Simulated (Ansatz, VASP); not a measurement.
AlNi in VASP and in Ansatz

```xyz
2
Lattice="2.8810 0.0000 0.0000 0.0000 2.8810 0.0000 0.0000 0.0000 2.8810" Properties=species:S:1:pos:R:3 pbc="T T T"
Ni    1.4405    1.4405    1.4405
Al    0.0000    0.0000    0.0000
```

Alike in both runs: task single point; functional PBE; k mesh 8 × 8 × 8; occupations fermi-dirac, width 0.05 eV; collinear spin; fixed moment 1.5 μB.

|  | VASP | Ansatz |
| --- | --- | --- |
| version | VASP 6.6.1 | Ansatz 0.2.0 |
| potentials or method | VASP PAW PBE potentials, release 64 (Ni_sv_GW, Al) | Ansatz PAW |
| plane-wave cutoff (eV) | 690 | 420 |
| valence electrons in the cell | 21 | 21 |

```tsv
	VASP	Ansatz	Ansatz less VASP
pressure (GPa)	12.5	12.4	-0.17
net moment per atom (μB)	0.75	0.75	0.000
size of the moment on the site where the two differ most (μB)	0.09	0.16	+0.064
```

Site moments also hang on the region over which each program counts them. The functional is the same, so the differences come from potentials, cutoffs and numerics.
